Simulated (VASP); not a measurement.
Here is a VASP 6.6.1 calculation.

INCAR

```
SYSTEM = Ti
ALGO = Fast ; EDIFF = 1E-7
ENCUT = 520 ; GGA = PE
ISIF = 2 ; ISMEAR = -1
LASPH = .TRUE. ; LCHARG = .TRUE.
LELF = .TRUE. ; LREAL = .FALSE.
LVHAR = .TRUE. ; LWAVE = .FALSE.
NBANDS = 19 ; NELM = 100
PREC = Accurate ; SIGMA = 0.05
```

Contents of KPOINTS:

```
k-points
0
G
  10 10 6
  0 0 0
```

The input POSCAR:

```
Ti
1.0
    2.9888202413      0.0000000000      0.0000000000
   -1.4944101206      2.5883942563      0.0000000000
    0.0000000000      0.0000000000      4.7415860099
Ti
2
Direct
    0.6666666667      0.3333333333      0.7500000000
    0.3333333333      0.6666666667      0.2500000000
```

Potentials or basis: VASP PAW PBE potentials, release 64 (Ti_sv).

Command:

```console
$ cat potpaw_PBE.64/Ti_sv/POTCAR > POTCAR
$ mpirun -np 1 vasp_std > vasp.out
```

Q: Predict the pressure.

A: -5.5 GPa.

Q: What does it give for the band gap on the k mesh?

A: Zero (band 12 reaches 8.51 eV, above the bottom of band 13 at 7.52 eV).

Stress tensor (GPa, compression positive):
```
-5.41  0.00  0.00
 0.00 -5.41  0.00
 0.00  0.00 -5.81
```
